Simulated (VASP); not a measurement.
Write the native input for VASP 6.6.1 that does the following.

```yaml
Task: relaxation of the atoms
Functional: PBE
Potentials_or_basis: VASP PAW PBE potentials, release 64 (Be, H)
Cutoff: 520 eV
k_mesh: 6 × 4 × 1
Occupations: gaussian, width 0.1 eV
Spin: no spin polarisation
Dipole_correction: yes
Atoms_held_fixed_from_0: "[0, 1, 2, 3, 4, 5, 6, 7, 8, 9, 10, 11, 12, 13, 14, 15, 16, 17, 18, 19, 20, 21, 22, 23]"
Further_INCAR_settings: ALGO = Normal; EDIFF = 1e-07; NELMDL = -8; IBRION = 2; EDIFFG = -0.025; NSW = 36
Atoms_held_along_some_axes_from_0: atom 24 along a and b
```

The structure of Be24H lies in POSCAR:

```
Be24H
1.0
    4.5254381414      0.0000000000      0.0000000000
    0.0000000000      7.1336190818      0.0000000000
    0.0000000000      0.0000000000     19.8685529777
Be H
24 1
Selective dynamics
Direct
    0.0000000000      0.3750000000      0.2013231665  F F F
    0.0000000000      0.8750000000      0.2013231665  F F F
    0.5000000000      0.3750000000      0.2013231665  F F F
    0.5000000000      0.8750000000      0.2013231665  F F F
    0.2500000000      0.1250000000      0.2341987732  F F F
    0.2500000000      0.6250000000      0.2341987732  F F F
    0.7500000000      0.1250000000      0.2341987732  F F F
    0.7500000000      0.6250000000      0.2341987732  F F F
    0.2500000000      0.3750000000      0.2999499865  F F F
    0.2500000000      0.8750000000      0.2999499865  F F F
    0.7500000000      0.3750000000      0.2999499865  F F F
    0.7500000000      0.8750000000      0.2999499865  F F F
    0.0000000000      0.1250000000      0.3268353583  F F F
    0.0000000000      0.6250000000      0.3268353583  F F F
    0.5000000000      0.1250000000      0.3268353583  F F F
    0.5000000000      0.6250000000      0.3268353583  F F F
    0.0000000000      0.3750000000      0.3993099146  F F F
    0.0000000000      0.8750000000      0.3993099146  F F F
    0.5000000000      0.3750000000      0.3993099146  F F F
    0.5000000000      0.8750000000      0.3993099146  F F F
    0.2500000000      0.1250000000      0.4211958962  F F F
    0.2500000000      0.6250000000      0.4211958962  F F F
    0.7500000000      0.1250000000      0.4211958962  F F F
    0.7500000000      0.6250000000      0.4211958962  F F F
    0.5000000000      0.1875000000      0.4486140486  F F T
```

One way to write it, as run:

INCAR

```
SYSTEM = Be24H
ALGO = Normal ; DIPOL = 0.5 0.5 0.319
EDIFF = 1E-7 ; EDIFFG = -0.025
ENCUT = 520 ; GGA = PE
GGA_COMPAT = .False. ; IBRION = 2
IDIPOL = 3 ; ISIF = 2
ISMEAR = 0 ; KPAR = 4
LASPH = .True. ; LCHARG = .False.
LDIPOL = .True. ; LREAL = .False.
LWAVE = .False. ; NELM = 120
NELMDL = -8 ; NELMIN = 4
NSW = 36 ; PREC = Accurate
SIGMA = 0.1
```

KPOINTS

```
k-points
0
Gamma
  6 4 1
  0 0 0
```

Potentials or basis: VASP PAW PBE potentials, release 64 (Be, H).

The run is started by

```sh
$ cat potpaw_PBE.64/Be/POTCAR potpaw_PBE.64/H/POTCAR > POTCAR
$ mpirun -np 4 vasp_std > vasp.out
```

It gave:

The energy gained by relaxing is 14.9 meV/atom and the ionic steps are 4. The band gap on the k mesh is zero (an odd number of electrons rules out a gap without spin polarisation).

Wall time 21 min on 4 MPI ranks on Intel(R) Xeon(R) Platinum 8259CL CPU @ 2.50GHz (Skylake/Cascade Lake) (shared host), peak memory 0.82 GiB a rank.
